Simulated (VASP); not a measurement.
Runs of VASP 6.6.1 on C. The structure is that of space group R-3m (No. 166), or close to it. The cells are those of the table. 

```csv
task,level,cell,k mesh,cutoff (eV),gap on the mesh (eV),pressure (GPa),relaxed volume (Å³/atom)
single point,PBE+D3(BJ),"a = 2.467, b = 2.467, c = 4.467 Å, angles 106.0, 106.0, 60.0°, 2 atoms",12 × 12 × 6,520,0.14,-0.5,-
relaxation of cell and atoms,PBE,"relaxed from a = 2.456, b = 2.456, c = 3.765 Å, angles 108.5, 108.5, 60.0°, 2 atoms",14 × 14 × 8,600,(a),0.0,10.60
single point,PBE,"a = 2.467, b = 2.467, c = 4.467 Å, angles 106.0, 106.0, 60.0°, 2 atoms",12 × 12 × 6,520,0.14,0.3,-
relaxation of cell and atoms,PBE,"relaxed from a = 2.466, b = 2.466, c = 4.511 Å, angles 105.8, 105.8, 60.0°, 2 atoms",12 × 12 × 6,600,(b),0.0,10.28
single point,PBE,"a = 2.466, b = 2.466, c = 4.511 Å, angles 105.8, 105.8, 60.0°, 2 atoms",14 × 14 × 8,520,1.12,(c),-
```

Alike in all rows: potentials or basis VASP PAW PBE potentials, release 64 (C); no spin polarisation; smearing gaussian 0.02 eV.

**Question.** Estimate the missing entries.

**Answer.** (a) 1.05; (b) 0.25; (c) 0.4.

Caveats: this functional lacks dispersion, which binds the layers, so the pressure and a relaxed spacing across them are unreliable (some runs); three body term missing (some runs); the volume moved by over 15 % at a fixed basis, so the end points are rough (some runs).

A k mesh can miss the band edges.
